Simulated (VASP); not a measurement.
# Cr (P6_3/mmc) in VASP: single point with PBE

Aim: the single point of Cr with PBE.

Everything below comes from runs of VASP 6.6.1. Logs are shortened: lines on timing, memory, paths and dates and some standing lists are left out, and cuts for length are marked.

## (1) The cell of the first run

The structure is hexagonal, space group P6_3/mmc (No. 194). The conventional cell has a = 2.534 Å, b = 2.534 Å, c = 4.543 Å, α = 90.00°, β = 90.00°, γ = 120.00°. Within 3.3 Å of Cr (site symmetry -6m2) lie 12 Cr at 2.53 to 2.70 Å.

This isn't the form of Cr at room conditions, which is bcc.

## (2) Single point, PBE, collinear spin, ferromagnetic start (12.63 Å³/atom)

File INCAR:

```
PREC = Accurate
ENCUT = 520
EDIFF = 1E-7
ISMEAR = -1
SIGMA = 0.05
LREAL = False
LASPH = True
NELM = 150
ALGO = Normal
ISIF = 2
LWAVE = False
LCHARG = True
ISPIN = 2
MAGMOM = 3 3
LORBIT = 11
LMAXMIX = 4
GGA = PE
LELF = True
LVHAR = True
NBANDS = 23
```

File KPOINTS:

```
Automatic mesh
0
Gamma
  17 17 9
```

File POSCAR:

```
Cr
1.0
    2.5340475710      0.0000000000      0.0000000000
   -1.2670237855      2.1945495709      0.0000000000
    0.0000000000      0.0000000000      4.5430255839
Cr
2
Direct
    0.3333333333      0.6666666667      0.2500000000
    0.6666666667      0.3333333333      0.7500000000
```

Potentials or basis: VASP PAW PBE potentials, release 64 (Cr_pv).

Run with:

```sh
cat potpaw_PBE.64/Cr_pv/POTCAR > POTCAR
mpirun -np 1 vasp_std > vasp.out
```

OUTCAR:

```text
PREC = Accurate
   ENCUT = 520
   EDIFF = 1E-7
   ISMEAR = -1
   LREAL = False
   LASPH = True
   NELM = 150
   ISIF = 2
   ISPIN = 2
   LORBIT = 11
   GGA = PE

 ion  position               nearest neighbor table
   1  0.333  0.667  0.250-   2 2.70   2 2.70   2 2.70   2 2.70   2 2.70   2 2.70
   2  0.667  0.333  0.750-   1 2.70   1 2.70   1 2.70   1 2.70   1 2.70   1 2.70

  LATTYP: Found a hexagonal cell.
 ALAT       =     2.5340475710
 C/A-ratio  =     1.7927941195

  Lattice vectors:

 A1 = (   2.5340475710,   0.0000000000,   0.0000000000)
 A2 = (  -1.2670237855,   2.1945495709,   0.0000000000)
 A3 = (   0.0000000000,   0.0000000000,   4.5430255839)

Analysis of symmetry for initial positions (statically):
=====================================================================
 Subroutine PRICEL returns:
 Original cell was already a primitive cell.

 Routine SETGRP: Setting up the symmetry group for a
 hexagonal supercell.

 Subroutine GETGRP returns: Found 24 space group operations
 (whereof 12 operations were pure point group operations)
 out of a pool of 24 trial point group operations.

The static configuration has the point symmetry D_3d.
 The point group associated with its full space group is D_6h.

Analysis of symmetry for dynamics (positions and initial velocities):
=====================================================================
 Subroutine PRICEL returns:
 Original cell was already a primitive cell.

 Routine SETGRP: Setting up the symmetry group for a
 hexagonal supercell.

 Subroutine GETGRP returns: Found 24 space group operations
 (whereof 12 operations were pure point group operations)
 out of a pool of 24 trial point group operations.

The dynamic configuration has the point symmetry D_3d.
 The point group associated with its full space group is D_6h.

Analysis of structural, dynamic, and magnetic symmetry:
=====================================================================
 Subroutine PRICEL returns:
 Original cell was already a primitive cell.

 Routine SETGRP: Setting up the symmetry group for a
 hexagonal supercell.

 Subroutine GETGRP returns: Found 24 space group operations
 (whereof 12 operations were pure point group operations)
 out of a pool of 24 trial point group operations.

The overall configuration has the point symmetry D_3d.
 The point group associated with its full space group is D_6h.

 Subroutine INISYM returns: Found 24 space group operations
 (whereof 12 operations are pure point group operations),
 and found     1 'primitive' translations

----------------------------------------------------------------------------------------

                                     Primitive cell

  volume of cell :      25.2642

  direct lattice vectors                    reciprocal lattice vectors
     2.534047571  0.000000000  0.000000000     0.394625583  0.227837187  0.000000000
    -1.267023785  2.194549571  0.000000000     0.000000000  0.455674373  0.000000000
     0.000000000  0.000000000  4.543025584     0.000000000  0.000000000  0.220117625

  length of vectors
     2.534047571  2.534047571  4.543025584     0.455674373  0.455674373  0.220117625

  position of ions in fractional coordinates (direct lattice)
     0.333333333  0.666666667  0.250000000
     0.666666667  0.333333333  0.750000000

  ion indices of the primitive-cell ions
   primitive index   ion index
                 1           1
                 2           2

----------------------------------------------------------------------------------------

 KPOINTS: Automatic mesh

Automatic generation of k-mesh.
 Grid dimensions read from file:
 generate k-points for:   17   17    9

 Generating k-lattice:

  Cartesian coordinates                     Fractional coordinates (reciprocal lattice)
     0.023213270  0.013402187  0.000000000     0.058823529  0.000000000  0.000000000
     0.000000000  0.026804375  0.000000000     0.000000000  0.058823529  0.000000000
     0.000000000  0.000000000  0.024457514     0.000000000  0.000000000  0.111111111

  Length of vectors
     0.026804375  0.026804375  0.024457514

  Shift w.r.t. Gamma in fractional coordinates (k-lattice)
     0.000000000  0.000000000  0.000000000

 Subroutine IBZKPT returns following result:
 ===========================================

 Found    165 irreducible k-points:

 Following reciprocal coordinates:
            Coordinates               Weight
  0.000000  0.000000  0.000000      1.000000
  0.058824  0.000000  0.000000      6.000000
  0.117647  0.000000  0.000000      6.000000
  0.176471  0.000000  0.000000      6.000000
  0.235294  0.000000  0.000000      6.000000
  0.294118  0.000000  0.000000      6.000000
[... 16 lines left out ...]
  0.411765  0.117647  0.000000     12.000000
  0.176471  0.176471  0.000000      6.000000
 [... further k-points ...]
   k-points           NKPTS =    165   k-points in BZ     NKDIM =    165   number of bands    NBANDS=     23
   number of dos      NEDOS =    301   number of ions     NIONS =      2
   total plane-waves  NPLWV =  14400
   dimension x,y,z NGX =    20 NGY =   20 NGZ =   36
   dimension x,y,z NGXF=    40 NGYF=   40 NGZF=   72
   ions per type =               2
   NGX,Y,Z   is equivalent  to a cutoff of  13.12, 13.12, 13.17 a.u.
   NGXF,Y,Z  is equivalent  to a cutoff of  26.24, 26.24, 26.35 a.u.
 SYSTEM =  unknown system
   PREC   = accura    normal or accurate (medium, high low for compatibility)
   ISTART =      0    job   : 0-new  1-cont  2-samecut
   ICHARG =      2    charge: 1-file 2-atom 10-const
   ISPIN  =      2    spin polarized calculation?
   LNONCOLLINEAR =      F non collinear calculations
   LSORBIT =      F    spin-orbit coupling
   LASPH  =      T    aspherical Exc in radial PAW
   ENCUT  =  520.0 eV  38.22 Ry    6.18 a.u.   4.71  4.71  8.45*2*pi/ulx,y,z
   NELM   =    150;   NELMIN=  2; NELMDL= -5     # of ELM steps
   EDIFF  = 0.1E-06   stopping-criterion for ELM
   LREAL  =      F    real-space projection
   EDIFFG = 0.1E-05   stopping-criterion for IOM
   NSW    =      0    number of steps for IOM
   IBRION =     -1    ionic relax: 0-MD 1-quasi-New 2-CG
   NFREE  =      0    steps in history (QN), initial steepest desc. (CG)
   ISIF   =      2    stress and relaxation
   ISYM   =      2    0-nonsym 1-usesym 2-fastsym
   POTIM  = 0.5000    time-step for ionic-motion
   TEBEG  =    0.0;   TEEND  =   0.0 temperature during run
   PSTRESS=    0.0 pullay stress
   NELECT =      24.0000    total number of electrons
   NUPDOWN=      -1.0000    fix difference up-down
   EMIN   =  10.00;   EMAX   =-10.00  energy-range for DOS
   EFERMI =   0.00;   METHOD = LEGACY
   ISMEAR =    -1;   SIGMA  =   0.05  broadening in eV -4-tet -1-fermi 0-gaus
   EFERMI_NEDOS =   21; number of points for ismear=-14 and -15
   IALGO  =     38    algorithm
   IMIX   =      4    mixing-type and parameters
     AMIX     =   0.40;   BMIX     =  1.00
     AMIX_MAG =   1.60;   BMIX_MAG =  1.00
  volume/ion in A,a.u.               =      12.63        85.25
  Fermi-wavevector in a.u.,A,eV,Ry     =   1.609324  3.041181 35.238048  2.589923
  Thomas-Fermi vector in A             =   2.705052
   LORBIT       =     11    0 simple, 1 ext, 2 COOP (PROOUT), +10 PAW based schemes
   GGA     = PE    functional components
   LHFCALC =     F    Hartree Fock is set to
   AEXX    =    0.0000 exact exchange contribution
   IVDW    =     0    specifies the selected vdW correction
   LEPSILON=     F    determine dielectric tensor
   LRPA    =     F    only Hartree local field effects (RPA)
 spin polarized calculation
  energy-cutoff  :      520.00
  volume of cell :       25.26
 maximum number of plane-waves:       695
 NGX is ok and might be reduce to    20
   NGX =  9   NGY =  9   NGZ = 17

 number of electron      23.9999983 magnetization       0.0004078

 number of electron      23.9999983 magnetization      -0.0000893

 Free energy of the ion-electron system (eV)
  ---------------------------------------------------
  ext. energy  EPLUGINS =         0.00000000
  ---------------------------------------------------
  free energy    TOTEN  =       -18.17780996 eV

  energy without entropy =      -18.15073484  energy(sigma->0) =      -18.16427240

 E-fermi :   9.5992     XC(G=0): -13.1400

 val. band max:        9.5987699886   @ k =   0.2941   0.2941   0.0000
 cond. band min:       9.6024414384   @ k =   0.2941   0.1176   0.0000
 fundamental gap:      0.0036714498
 Fermi energy:         9.5992157528

 spin component 1

 k-point     1 :       0.0000    0.0000    0.0000
  band No.  band energies     occupation
      1     -33.6178      1.00000
      2     -33.0772      1.00000
      3     -32.9181      1.00000
      4     -32.9181      1.00000
      5     -32.8660      1.00000
      6     -32.8660      1.00000
[... 15 lines left out ...]
     22      28.9982      0.00000
     23      29.3642      0.00000

 k-point     2 :       0.0588    0.0000    0.0000
  band No.  band energies     occupation
      1     -33.6101      1.00000
      2     -33.0779      1.00000
      3     -32.9421      1.00000
      4     -32.9247      1.00000
      5     -32.8905      1.00000
      6     -32.8705      1.00000
[... 15 lines left out ...]
     22      29.1579      0.00000
     23      29.2157      0.00000

 k-point     3 :       0.1176    0.0000    0.0000
  band No.  band energies     occupation
      1     -33.5876      1.00000
      2     -33.0802      1.00000
      3     -33.0109      1.00000
      4     -32.9599      1.00000
      5     -32.9431      1.00000
      6     -32.8835      1.00000
[... 15 lines left out ...]
     22      28.3756      0.00000
     23      29.5969      0.00000
[... 495 lines left out ...]
 k-point    23 :       0.4118    0.1176    0.0000
  band No.  band energies     occupation
      1     -33.5897      1.00000
      2     -33.5160      1.00000
      3     -33.3170      1.00000
      4     -33.1625      1.00000
      5     -33.1549      1.00000
      6     -33.0638      1.00000
[... 15 lines left out ...]
     22      20.7366      0.00000
     23      22.8899      0.00000

 k-point    24 :       0.1765    0.1765    0.0000
  band No.  band energies     occupation
      1     -33.4448      1.00000
      2     -33.3312      1.00000
      3     -33.3296      1.00000
      4     -33.1078      1.00000
      5     -33.0682      1.00000
      6     -33.0127      1.00000
[... 15 lines left out ...]
     22      23.4555      0.00000
     23      23.9693      0.00000

 [... further k-points ...]

 spin component 2

 k-point     1 :       0.0000    0.0000    0.0000
  band No.  band energies     occupation
      1     -33.6178      1.00000
      2     -33.0772      1.00000
      3     -32.9181      1.00000
      4     -32.9181      1.00000
      5     -32.8660      1.00000
      6     -32.8660      1.00000
[... 15 lines left out ...]
     22      28.9981      0.00000
     23      29.3641      0.00000

 k-point     2 :       0.0588    0.0000    0.0000
  band No.  band energies     occupation
      1     -33.6101      1.00000
      2     -33.0779      1.00000
      3     -32.9421      1.00000
      4     -32.9247      1.00000
      5     -32.8905      1.00000
      6     -32.8705      1.00000
[... 15 lines left out ...]
     22      29.1578      0.00000
     23      29.2156      0.00000

 k-point     3 :       0.1176    0.0000    0.0000
  band No.  band energies     occupation
      1     -33.5876      1.00000
      2     -33.0801      1.00000
      3     -33.0108      1.00000
      4     -32.9599      1.00000
      5     -32.9431      1.00000
      6     -32.8835      1.00000
[... 15 lines left out ...]
     22      28.3756      0.00000
     23      29.5968      0.00000
[... 495 lines left out ...]
 k-point    23 :       0.4118    0.1176    0.0000
  band No.  band energies     occupation
      1     -33.5897      1.00000
      2     -33.5160      1.00000
      3     -33.3170      1.00000
      4     -33.1625      1.00000
      5     -33.1549      1.00000
      6     -33.0638      1.00000
[... 15 lines left out ...]
     22      20.7366      0.00000
     23      22.8898      0.00000

 k-point    24 :       0.1765    0.1765    0.0000
  band No.  band energies     occupation
      1     -33.4448      1.00000
      2     -33.3312      1.00000
      3     -33.3296      1.00000
      4     -33.1078      1.00000
      5     -33.0682      1.00000
      6     -33.0127      1.00000
[... 15 lines left out ...]
     22      23.4555      0.00000
     23      23.9693      0.00000

 [... further k-points ...]

------------------------ aborting loop because EDIFF is reached ----------------------------------------

  FORCE on cell =-STRESS in cart. coord.  units (eV):
  Direction    XX          YY          ZZ          XY          YZ          ZX
  --------------------------------------------------------------------------------------
  -------------------------------------------------------------------------------------
  Total       -2.0602144     -2.0602144     -1.8013112     -0.0000000      0.0000000      0.0000000
  in kB     -130.6524776   -130.6524776   -114.2336338     -0.0000000      0.0000000      0.0000000
  external PRESSURE =    -125.1795297 kB  Pullay stress =       0.0000000 kB

 VOLUME and BASIS-vectors are now :
 -----------------------------------------------------------------------------
  energy-cutoff  :      520.00
  volume of cell :       25.26
      direct lattice vectors                 reciprocal lattice vectors
     2.534047571  0.000000000  0.000000000     0.394625583  0.227837187  0.000000000
    -1.267023785  2.194549571  0.000000000     0.000000000  0.455674373  0.000000000
     0.000000000  0.000000000  4.543025584     0.000000000  0.000000000  0.220117625

 POSITION                                       TOTAL-FORCE (eV/Angst)
 -----------------------------------------------------------------------------------
     -0.00000      1.46303      1.13576        -0.000000      0.000000      0.000000
      1.26702      0.73152      3.40727         0.000000      0.000000      0.000000
 -----------------------------------------------------------------------------------
    total drift:                               -0.000000      0.000000     -0.000000

  FREE ENERGIE OF THE ION-ELECTRON SYSTEM (eV)
  ---------------------------------------------------
  free  energy   TOTEN  =       -18.1778099582 eV

  energy  without entropy=      -18.1507348400  energy(sigma->0) =      -18.16427240

 total charge

# of ion       s       p       d       tot
------------------------------------------
    1        0.421   6.339   4.147  10.907
    2        0.421   6.339   4.147  10.907
--------------------------------------------------
tot          0.841  12.677   8.295  21.813

 magnetization (x)

# of ion       s       p       d       tot
------------------------------------------
    1        0.000  -0.000  -0.000  -0.000
    2        0.000  -0.000  -0.000  -0.000
--------------------------------------------------
tot          0.000  -0.000  -0.000  -0.000
```

Run time: 1.9 min. Hardware: 1 thread of Intel Xeon Platinum 8559C (Emerald Rapids), shared host; peak memory 0.24 GiB.

What came out:

```
Free energy                                           : -18.1778 eV
Pressure                                              : -12.5 GPa
Band gap on the k mesh                                : zero (filled and empty bands overlap)
Net moment                                            : 0.00 μB per cell
Valence electrons inside the program's atomic spheres : Cr 10.91
```

Stress tensor (GPa, compression positive):
```
-13.07   0.00   0.00
  0.00 -13.07   0.00
  0.00   0.00 -11.42
```

Caveat: the cell stands under tension; an empty level that is flat over the whole mesh can mark a ghost state of the potentials, or a narrow d or f band.
